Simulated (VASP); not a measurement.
Crystal: Zn2SnN.

```xyz
4
Lattice="4.0691 0.0000 0.0000 -2.0346 3.5239 0.0000 0.0000 0.0000 5.3936" Properties=species:S:1:pos:R:3 pbc="T T T"
Zn    0.0000    2.3493    3.9061
Zn    0.0000    2.3493    1.4875
Sn    0.0000    0.0000    0.0000
N     2.0346    1.1746    2.6968
```

- Program: VASP 6.6.1
- Task: relaxation of cell and atoms
- Functional: PBE
- Potentials or basis: VASP PAW PBE potentials, release 64 (Zn, Sn_d, N)
- Cutoff: 600 eV
- k mesh: 6 × 6 × 4
- Occupations: gaussian, width 0.1 eV
- Spin: no spin polarisation

At the start: pressure -6.5 GPa; volume 19.34 Å³/atom.

Task: How do energy, volume and symmetry change on relaxing?

Result: Over 22 steps the energy falls by 593.6 meV/atom and the volume is 15.82 Å³/atom (-18.2 %); space group P-6m2 (No. 187, to 0.05 Å).

Step by step:
| step | energy change (eV) | largest force (eV/Å) | pressure (GPa) | volume (Å³) |
| --- | --- | --- | --- | --- |
| 1 | 0.0000 | 0.5533 | -6.48 | 77.34 |
| 2 | -0.3231 | 0.5181 | -0.80 | 68.89 |
| 3 | -0.3626 | 0.4767 | 3.01 | 65.57 |
| 4 | -0.6541 | 0.8250 | 4.61 | 63.48 |
| 5 | -1.4899 | 1.3963 | 13.53 | 55.96 |
| 6 | 10.3123 | 8.5275 | 202.00 | 37.43 |
| 7 | -1.6268 | 0.2960 | 16.98 | 54.76 |
| 8 | -1.3801 | 0.7234 | 31.99 | 50.67 |
| 9 | -1.6205 | 0.0851 | 22.98 | 52.84 |
| 10 | -1.7224 | 0.1543 | 22.13 | 53.05 |
| 11 | -1.8448 | 0.3801 | 21.10 | 53.54 |
| 12 | -1.9654 | 0.2208 | 17.84 | 54.51 |
| 13 | -2.2181 | 0.1954 | 9.36 | 57.51 |
| 14 | -2.3229 | 0.7986 | -2.45 | 63.82 |
| 15 | -2.3391 | 0.6737 | -0.07 | 62.21 |
| 16 | -2.3393 | 0.6557 | 0.25 | 61.99 |
| 17 | -2.3464 | 0.5805 | 0.32 | 62.09 |
| 18 | -2.3621 | 0.3483 | 0.32 | 62.38 |
| 19 | -2.3686 | 0.1315 | 0.36 | 62.97 |
| 20 | -2.3702 | 0.0247 | 0.29 | 62.79 |
| 21 | -2.3725 | 0.0244 | 0.17 | 62.93 |
| 22 | -2.3744 | 0.0240 | -0.30 | 63.27 |

Final structure:
```cif
data_structure
_symmetry_space_group_name_H-M 'P 1'
_symmetry_Int_Tables_number 1
_cell_length_a 3.1694
_cell_length_b 3.1694
_cell_length_c 7.2731
_cell_angle_alpha 90.000
_cell_angle_beta 90.000
_cell_angle_gamma 120.000
_cell_volume 63.27
loop_
_atom_site_label
_atom_site_type_symbol
_atom_site_fract_x
_atom_site_fract_y
_atom_site_fract_z
_atom_site_occupancy
Zn1 Zn 0.33333 0.66667 0.66424 1
Zn2 Zn 0.33333 0.66667 0.33576 1
Sn1 Sn 0.00000 0.00000 0.00000 1
N1 N 0.66667 0.33333 0.50000 1
```

Caveat: the volume moved by over 15 % at a fixed basis, so the end points are rough.
